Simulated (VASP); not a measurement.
# LiPb4O8 (Pm) in VASP: single point with PBE+D3(BJ)

Aim: the single point of LiPb4O8 with PBE+D3(BJ).

All numbers are computed with VASP 6.6.1; they aren't measurements. Logs are shortened: lines on timing, memory, paths and dates and some standing lists are left out, and cuts for length are marked.

**1. The cell of the first run**

The typed cell holds 13 atoms: a = 5.127 Å, b = 5.268 Å, c = 6.827 Å, α = 90.00°, β = 90.00°, γ = 89.81°.

**2. Single point, PBE+D3(BJ)**

INCAR reads:

```
  ALGO = Normal
  EDIFF = 1E-6
  ENCUT = 520
  GGA = PE
  ISIF = 2
  ISMEAR = 0
  IVDW = 12
  LASPH = True
  LCHARG = False
  LREAL = False
  LWAVE = False
  NBANDS = 66
  NELM = 100
  PREC = Accurate
  SIGMA = 0.1
```

KPOINTS reads:

```
k-points
0
Gamma
  6 6 6
```

POSCAR reads:

```
LiPb4O8
1.0
    5.1269206190      0.0087855540      0.0000000000
    0.0087855540      5.2681191616      0.0000000000
    0.0000000000      0.0000000000      6.8269795259
Pb O Li
4 8 1
Direct
    0.0171124192     -0.0085047456     -0.0055136314
    0.0171124192     -0.0085047456      0.5055136314
    0.5170130544      0.4913960860      0.2500000000
    0.5171346821      0.4915065552      0.7500000000
    0.3524265253      0.2666941775      0.0082008847
    0.3524265253      0.2666941775      0.4917991153
    0.2082056374      0.7983996497      0.2500000000
    0.1892609411      0.7747932118      0.7500000000
    0.6817650649      0.7162709380      0.0082858502
    0.6817650649      0.7162709380      0.4917141498
    0.8259675546      0.1845466588      0.2500000000
    0.8448120690      0.2080110780      0.7500000000
    0.5172202650      0.9913149094      0.2500000000
```

Potentials or basis: VASP PAW PBE potentials, release 64 (Pb_d, O, Li_sv).

Started as:

```bash
$ cat potpaw_PBE.64/Pb_d/POTCAR potpaw_PBE.64/O/POTCAR potpaw_PBE.64/Li_sv/POTCAR > POTCAR
$ mpirun -np 1 vasp_std > vasp.out
```

OUTCAR:

```text
EDIFF = 1E-6
   ENCUT = 520
   GGA = PE
   ISIF = 2
   ISMEAR = 0
   IVDW = 12
   LASPH = True
   LREAL = False
   NELM = 100
   PREC = Accurate
 IVDW          = 12

 ion  position               nearest neighbor table
   1  0.017  0.991  0.994-  12 2.20   8 2.20   7 2.24  11 2.24   5 2.25   9 2.25  13 3.10  13 3.10
                             2 3.34   2 3.49   4 4.03   4 4.03   4 4.04   4 4.04   3 4.06   3 4.06
   2  0.017  0.991  0.506-  12 2.20   8 2.20   7 2.24  11 2.24   6 2.25  10 2.25  13 3.10  13 3.10
                             1 3.34   1 3.49   4 4.03   4 4.03   4 4.04   4 4.04   3 4.06   3 4.06
   3  0.517  0.491  0.250-   5 2.20   6 2.20   9 2.20  10 2.20  11 2.26   7 2.26  13 2.63  13 2.63
                             4 3.41   4 3.41   1 4.06   2 4.06   1 4.06   2 4.06   1 4.07   2 4.07
   4  0.517  0.492  0.750-  12 2.24   8 2.24   5 2.29   6 2.29  10 2.29   9 2.29   3 3.41   3 3.41
                             1 4.03   2 4.03   1 4.03   2 4.03   1 4.04   2 4.04   1 4.04   2 4.04
   5  0.352  0.267  0.008-   3 2.20   1 2.25   4 2.29
   6  0.352  0.267  0.492-   3 2.20   2 2.25   4 2.29
   7  0.208  0.798  0.250-  13 1.89   2 2.24   1 2.24   3 2.26
   8  0.189  0.775  0.750-   1 2.20   2 2.20   4 2.24
   9  0.682  0.716  0.008-   3 2.20   1 2.25   4 2.29
  10  0.682  0.716  0.492-   3 2.20   2 2.25   4 2.29
  11  0.826  0.185  0.250-  13 1.88   2 2.24   1 2.24   3 2.26
  12  0.845  0.208  0.750-   1 2.20   2 2.20   4 2.24
  13  0.517  0.991  0.250-  11 1.88   7 1.89   3 2.63   3 2.63   2 3.10   1 3.10   1 3.10   2 3.10

  LATTYP: Found a simple monoclinic cell.
 ALAT       =     5.1269281465
 B/A-ratio  =     1.3315925893
 C/A-ratio  =     1.0275405344
 COS(beta)  =    -0.0033812858

  Lattice vectors:

 A1 = (   5.1269206190,   0.0087855540,   0.0000000000)
 A2 = (   0.0000000000,   0.0000000000,   6.8269795259)
 A3 = (  -0.0087855540,  -5.2681191616,   0.0000000000)

Analysis of symmetry for initial positions (statically):
=====================================================================
 Subroutine PRICEL returns:
 Original cell was already a primitive cell.

 Routine SETGRP: Setting up the symmetry group for a
 simple monoclinic supercell.

 Subroutine GETGRP returns: Found  2 space group operations
 (whereof  1 operations were pure point group operations)
 out of a pool of  4 trial point group operations.

The static configuration has the point symmetry C_1 .
 The point group associated with its full space group is C_1h.

Analysis of symmetry for dynamics (positions and initial velocities):
=====================================================================
 Subroutine PRICEL returns:
 Original cell was already a primitive cell.

 Routine SETGRP: Setting up the symmetry group for a
 simple monoclinic supercell.

 Subroutine GETGRP returns: Found  2 space group operations
 (whereof  1 operations were pure point group operations)
 out of a pool of  4 trial point group operations.

The dynamic configuration has the point symmetry C_1 .
 The point group associated with its full space group is C_1h.

 Subroutine INISYM returns: Found  2 space group operations
 (whereof  1 operations are pure point group operations),
 and found     1 'primitive' translations

----------------------------------------------------------------------------------------

                                     Primitive cell

  volume of cell :     184.3909

  direct lattice vectors                    reciprocal lattice vectors
     5.126920619  0.008785554  0.000000000     0.195049413 -0.000325281  0.000000000
     0.008785554  5.268119162  0.000000000    -0.000325281  0.189821609  0.000000000
     0.000000000  0.000000000  6.826979526     0.000000000  0.000000000  0.146477662

  length of vectors
     5.126928147  5.268126487  6.826979526     0.195049684  0.189821888  0.146477662

  position of ions in fractional coordinates (direct lattice)
     0.017112419  0.991495254  0.994486369
     0.017112419  0.991495254  0.505513631
     0.517013054  0.491396086  0.250000000
     0.517134682  0.491506555  0.750000000
     0.352426525  0.266694177  0.008200885
     0.352426525  0.266694177  0.491799115
     0.208205637  0.798399650  0.250000000
     0.189260941  0.774793212  0.750000000
     0.681765065  0.716270938  0.008285850
     0.681765065  0.716270938  0.491714150
     0.825967555  0.184546659  0.250000000
     0.844812069  0.208011078  0.750000000
     0.517220265  0.991314909  0.250000000

  ion indices of the primitive-cell ions
   primitive index   ion index
                 1           1
                 2           2
                 3           3
                 4           4
                 5           5
                 6           6
                 7           7
                 8           8
                 9           9
                10          10
                11          11
                12          12
                13          13

----------------------------------------------------------------------------------------

 KPOINTS: k-points

Automatic generation of k-mesh.
 Grid dimensions read from file:
 generate k-points for:    6    6    6

 Generating k-lattice:

  Cartesian coordinates                     Fractional coordinates (reciprocal lattice)
     0.032508236 -0.000054213  0.000000000     0.166666667  0.000000000  0.000000000
    -0.000054213  0.031636935  0.000000000     0.000000000  0.166666667  0.000000000
     0.000000000  0.000000000  0.024412944     0.000000000  0.000000000  0.166666667

  Length of vectors
     0.032508281  0.031636981  0.024412944

  Shift w.r.t. Gamma in fractional coordinates (k-lattice)
     0.000000000  0.000000000  0.000000000

 Subroutine IBZKPT returns following result:
 ===========================================

 Found     80 irreducible k-points:

 Following reciprocal coordinates:
            Coordinates               Weight
  0.000000  0.000000  0.000000      1.000000
  0.166667  0.000000  0.000000      2.000000
  0.333333  0.000000  0.000000      2.000000
  0.500000  0.000000  0.000000      1.000000
 -0.000000  0.166667  0.000000      2.000000
  0.166667  0.166667  0.000000      2.000000
[... 16 lines left out ...]
  0.333333  0.000000  0.166667      4.000000
  0.500000  0.000000  0.166667      2.000000
 [... further k-points ...]
   k-points           NKPTS =     80   k-points in BZ     NKDIM =     80   number of bands    NBANDS=     66
   number of dos      NEDOS =    301   number of ions     NIONS =     13
   total plane-waves  NPLWV =  86400
   dimension x,y,z NGX =    40 NGY =   40 NGZ =   54
   dimension x,y,z NGXF=    80 NGYF=   80 NGZF=  108
   ions per type =               4   8   1
   NGX,Y,Z   is equivalent  to a cutoff of  12.97, 12.62, 13.15 a.u.
   NGXF,Y,Z  is equivalent  to a cutoff of  25.94, 25.25, 26.30 a.u.
 SYSTEM =  unknown system
   PREC   = accura    normal or accurate (medium, high low for compatibility)
   ISTART =      0    job   : 0-new  1-cont  2-samecut
   ICHARG =      2    charge: 1-file 2-atom 10-const
   ISPIN  =      1    spin polarized calculation?
   LNONCOLLINEAR =      F non collinear calculations
   LSORBIT =      F    spin-orbit coupling
   LASPH  =      T    aspherical Exc in radial PAW
   ENCUT  =  520.0 eV  38.22 Ry    6.18 a.u.   9.53  9.80 12.69*2*pi/ulx,y,z
   NELM   =    100;   NELMIN=  2; NELMDL= -5     # of ELM steps
   EDIFF  = 0.1E-05   stopping-criterion for ELM
   LREAL  =      F    real-space projection
   EDIFFG = 0.1E-04   stopping-criterion for IOM
   NSW    =      0    number of steps for IOM
   IBRION =     -1    ionic relax: 0-MD 1-quasi-New 2-CG
   NFREE  =      0    steps in history (QN), initial steepest desc. (CG)
   ISIF   =      2    stress and relaxation
   ISYM   =      2    0-nonsym 1-usesym 2-fastsym
   POTIM  = 0.5000    time-step for ionic-motion
   TEBEG  =    0.0;   TEEND  =   0.0 temperature during run
   PSTRESS=    0.0 pullay stress
   NELECT =     107.0000    total number of electrons
   NUPDOWN=      -1.0000    fix difference up-down
   EMIN   =  10.00;   EMAX   =-10.00  energy-range for DOS
   EFERMI =   0.00;   METHOD = LEGACY
   ISMEAR =     0;   SIGMA  =   0.10  broadening in eV -4-tet -1-fermi 0-gaus
   EFERMI_NEDOS =   21; number of points for ismear=-14 and -15
   IALGO  =     38    algorithm
   IMIX   =      4    mixing-type and parameters
     AMIX     =   0.40;   BMIX     =  1.00
     AMIX_MAG =   1.60;   BMIX_MAG =  1.00
  volume/ion in A,a.u.               =      14.18        95.72
  Fermi-wavevector in a.u.,A,eV,Ry     =   1.365493  2.580408 25.369042  1.864572
  Thomas-Fermi vector in A             =   2.491717
   LORBIT       =      0    0 simple, 1 ext, 2 COOP (PROOUT), +10 PAW based schemes
   GGA     = PE    functional components
   LHFCALC =     F    Hartree Fock is set to
   AEXX    =    0.0000 exact exchange contribution
   IVDW    =    12    specifies the selected vdW correction
   LEPSILON=     F    determine dielectric tensor
   LRPA    =     F    only Hartree local field effects (RPA)
 non-spin polarized calculation
 Gauss-broadening in eV      SIGMA  =   0.10
  energy-cutoff  :      520.00
  volume of cell :      184.39
 maximum number of plane-waves:      5000
 NGX is ok and might be reduce to    40
   NGX = 19   NGY = 19   NGZ = 25

 number of electron     107.0000015 magnetization

 Free energy of the ion-electron system (eV)
  ---------------------------------------------------
  ext. energy  EPLUGINS =         0.00000000
  ---------------------------------------------------
  free energy    TOTEN  =       -68.36987514 eV

  energy without entropy =      -68.36301035  energy(sigma->0) =      -68.36644274

 E-fermi :   5.2720     XC(G=0): -10.3637

 val. band max:        5.2681320767   @ k =   0.3333   0.3333   0.0000
 cond. band min:       5.3151598364   @ k =  -0.1667   0.3333   0.3333
 fundamental gap:      0.0470277598
 Fermi energy:         5.2720078241

 k-point     1 :       0.0000    0.0000    0.0000
  band No.  band energies     occupation
      1     -39.5201      2.00000
      2     -14.0296      2.00000
      3     -13.8712      2.00000
      4     -13.7110      2.00000
      5     -13.6092      2.00000
      6     -13.3046      2.00000
[... 57 lines left out ...]
     64      12.9862      0.00000
     65      13.0832      0.00000

 k-point     2 :       0.1667    0.0000    0.0000
  band No.  band energies     occupation
      1     -39.5201      2.00000
      2     -13.9805      2.00000
      3     -13.8330      2.00000
      4     -13.7831      2.00000
      5     -13.6864      2.00000
      6     -13.1791      2.00000
[... 57 lines left out ...]
     64      13.2339      0.00000
     65      13.2603      0.00000

 k-point     3 :       0.3333    0.0000    0.0000
  band No.  band energies     occupation
      1     -39.5201      2.00000
      2     -13.8904      2.00000
      3     -13.8576      2.00000
      4     -13.7851      2.00000
      5     -13.7148      2.00000
      6     -13.0714      2.00000
[... 1417 lines left out ...]
     64      13.0223      0.00000
     65      13.2624      0.00000

 k-point    24 :       0.5000    0.0000    0.1667
  band No.  band energies     occupation
      1     -39.5201      2.00000
      2     -13.8840      2.00000
      3     -13.7890      2.00000
      4     -13.7388      2.00000
      5     -13.5841      2.00000
      6     -13.2438      2.00000
[... 57 lines left out ...]
     64      12.8653      0.00000
     65      13.3318      0.00000

 [... further k-points ...]

 [bands above 65 left out]

------------------------ aborting loop because EDIFF is reached ----------------------------------------

 Edisp (eV)   -2.73342

 E8    (eV) :    -1.1611

  FORCE on cell =-STRESS in cart. coord.  units (eV):
  Direction    XX          YY          ZZ          XY          YZ          ZX
  --------------------------------------------------------------------------------------
  -------------------------------------------------------------------------------------
  Total       0.23493     0.20341     0.20550     0.00888     0.00000     0.00000
  in kB       2.04130     1.76739     1.78559     0.07713     0.00000     0.00000
  external pressure =        1.86 kB  Pullay stress =        0.00 kB

 VOLUME and BASIS-vectors are now :
 -----------------------------------------------------------------------------
  energy-cutoff  :      520.00
  volume of cell :      184.39
      direct lattice vectors                 reciprocal lattice vectors
     5.126920619  0.008785554  0.000000000     0.195049413 -0.000325281  0.000000000
     0.008785554  5.268119162  0.000000000    -0.000325281  0.189821609  0.000000000
     0.000000000  0.000000000  6.826979526     0.000000000  0.000000000  0.146477662

 POSITION                                       TOTAL-FORCE (eV/Angst)
 -----------------------------------------------------------------------------------
      0.09644      5.22347      6.78934        -0.000175     -0.002157     -0.001702
      0.09644      5.22347      3.45113        -0.000175     -0.002157      0.001702
      2.65500      2.59328      1.70674         0.001791      0.001294      0.000000
      2.65563      2.59386      5.12023         0.000688      0.002086      0.000000
      1.80921      1.40807      0.05599        -0.014284     -0.028133     -0.001185
      1.80921      1.40807      3.35750        -0.014284     -0.028133      0.001185
      1.07447      4.20789      1.70674        -0.026230     -0.009427      0.000000
      0.97713      4.08337      5.12023         0.004533     -0.010496      0.000000
      3.50165      3.77939      0.05657         0.012828      0.027243     -0.001667
      3.50165      3.77939      3.35692         0.012828      0.027243      0.001667
      4.23629      0.97947      1.70674         0.027498      0.010152      0.000000
      4.33311      1.10325      5.12023        -0.004321      0.012497      0.000000
      2.66046      5.22691      1.70674        -0.000697     -0.000015      0.000000
 -----------------------------------------------------------------------------------
    total drift:                               -0.000809      0.000180      0.000006

  FREE ENERGIE OF THE ION-ELECTRON SYSTEM (eV)
  ---------------------------------------------------
  free  energy   TOTEN  =       -71.1032907048 eV

  energy  without entropy=      -71.0964259144  energy(sigma->0) =      -71.09985831
```

Wall time 13 min (1 thread of Intel Xeon 6975P-C (Granite Rapids), shared host); peak memory 0.76 GiB.

What came out:

- Free energy: -71.1033 eV
- Largest force: 0.032 eV/Å
- Dispersion energy per atom: -0.210 eV

Forces in eV/Å, atoms in the order of the input:
```
Pb   0.000 -0.002 -0.002
Pb   0.000 -0.002  0.002
Pb   0.002  0.001  0.000
Pb   0.001  0.002  0.000
O   -0.014 -0.028 -0.001
O   -0.014 -0.028  0.001
O   -0.026 -0.009  0.000
O    0.005 -0.010  0.000
O    0.013  0.027 -0.002
O    0.013  0.027  0.002
O    0.027  0.010  0.000
O   -0.004  0.012  0.000
Li  -0.001  0.000  0.000
```

Levels at points of the mesh, in eV from the Fermi level:
```tsv
k point	band 50	band 51	band 52	band 53	band 54	band 55	band 56	band 57
(0.00, 0.00, 0.00)	-2.12	-2.09	-2.00	-1.89	-1.49	1.34	1.67	2.31
(0.50, 0.00, 0.00)	-2.07	-2.00	-1.84	-1.72	0.27	0.60	1.66	1.73
(0.00, 0.50, 0.00)	-1.94	-1.92	-1.77	-1.74	0.05	0.24	1.67	1.96
(0.50, 0.50, 0.00)	-2.06	-2.04	-1.90	-1.86	0.26	0.77	0.87	1.10
(0.00, 0.00, 0.50)	-1.95	-1.90	-1.87	-1.83	-0.27	-0.16	2.21	2.55
(0.50, 0.00, 0.50)	-2.19	-2.13	-2.09	-2.01	0.95	1.15	1.20	1.26
(0.00, 0.50, 0.50)	-2.11	-2.04	-1.87	-1.79	0.89	1.10	1.17	1.29
(0.50, 0.50, 0.50)	-1.98	-1.95	-1.95	-1.85	0.52	0.92	1.01	1.22
```

Caveat: the cutoff is under 1.25 times the usual one of these potentials, so pressure, stress and relaxed cells hold a basis-set (Pulay) error; spin-orbit coupling is left out, which moves the levels of the heavy elements; an odd number of electrons without spin polarisation forces a metal; a magnetic or distorted state may lie lower; pairwise dispersion overbinds metals, which lowers pressure and volume.
